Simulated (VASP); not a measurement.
Wanted: the native input for a VASP 6.6.1 run.

- Task: single point
- Functional: PBEsol
- Dispersion: D3(BJ)
- Potentials or basis: VASP PAW PBE potentials, release 64 (Ca_sv)
- Cutoff: 500 eV
- k mesh: 9 × 9 × 9
- Occupations: methfessel-paxton, width 0.15 eV
- Spin: no spin polarisation
- Dipole correction: no
- Further INCAR settings: ALGO = Normal; EDIFF = 1e-06; NBANDS = 11

The structure of Ca lies in POSCAR:

```
Ca
1.0
    2.5479189222      0.0000000000      0.0000000000
    0.0000000000      2.5479189222      0.0000000000
    0.0000000000      0.0000000000      2.5479189222
Ca
1
Direct
    0.0000000000      0.0000000000      0.0000000000
```

One way to write it, as run:

INCAR

```
PREC = Accurate ; ENCUT = 500
EDIFF = 1E-6 ; ISMEAR = 1
SIGMA = 0.15 ; LREAL = False
LASPH = True ; NELM = 120
ALGO = Normal ; ISIF = 2
LWAVE = False ; LCHARG = True
GGA = PS ; IVDW = 12
LELF = True ; LVHAR = True
NBANDS = 11 ; GGA_COMPAT = False
```

KPOINTS

```
regular mesh
0
Gamma
  9 9 9
```

Potentials or basis: VASP PAW PBE potentials, release 64 (Ca_sv).

Command:

```console
$ cat potpaw_PBE.64/Ca_sv/POTCAR > POTCAR
$ mpirun -np 1 vasp_std > vasp.out
```

It gave:

```yaml
Pressure: 42.5 GPa
Band_gap_on_the_k_mesh: zero (band 5 reaches 7.15 eV, above the bottom of band 6 at 6.40 eV)
Dispersion_energy_per_atom: -0.629 eV
```

Caveat: three body term missing; the PAW data sets were made with another functional, which shifts forces and pressure a little; pairwise dispersion overbinds metals, which lowers pressure and volume.

Wall time 6.5 s on 1 thread of AMD EPYC 9R45 (Zen 5), on a shared host, peak memory 0.1 GiB.
